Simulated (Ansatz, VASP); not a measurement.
**TaN in VASP and in Ansatz**

```
Ta N
1.0
     5.29992    0.00000    0.00000
    -2.64996    4.58987    0.00000
     0.00000    0.00000    2.91100
Ta N
3 3
Direct
  0.33333 0.66667 0.50000
  0.66667 0.33333 0.50000
  0.00000 0.00000 0.00000
  0.39285 0.00000 0.00000
  0.60715 0.60715 0.00000
  0.00000 0.39285 0.00000
```

Change from the starting cell: equal xx and yy strain of +2 %, PAW files.

Alike in both runs: task electric field gradients; functional PBE; k mesh 6 × 6 × 9; occupations fermi-dirac, width 0.01 eV; no spin polarisation.

```csv
,VASP,Ansatz
version,VASP 6.6.1,Ansatz 0.2.0
potentials or method,"VASP PAW PBE potentials, release 64 (Ta_pv, N)","PAW with Ansatz's default frozen-core files, scalar-relativistic"
plane-wave cutoff (eV),520,420
valence electrons in the cell,48,54
```

Ansatz gave:

* pressure (GPa): -6.9
* traceless stress, the component that is largest in VASP (GPa): 4.61
* rms of the force components (eV/Å): 0.083
* size of Vzz on the site where it differs most (V/Å²): 85.3

Q: What did VASP give for the same quantities?

A: Pressure (GPa): -6.3; traceless stress, the component that is largest in VASP (GPa): 4.57; rms of the force components (eV/Å): 0.083; size of Vzz on the site where it differs most (V/Å²): 132.5.

Atom by atom the forces differ by 0.000 eV/Å (rms over components). The functional is the same, so the differences come from potentials, cutoffs and numerics. VASP's potentials hold 48 valence electrons a cell and Ansatz's 54, so a difference there can come from the potentials and not from the codes.

Neither program's run includes spin-orbit coupling.
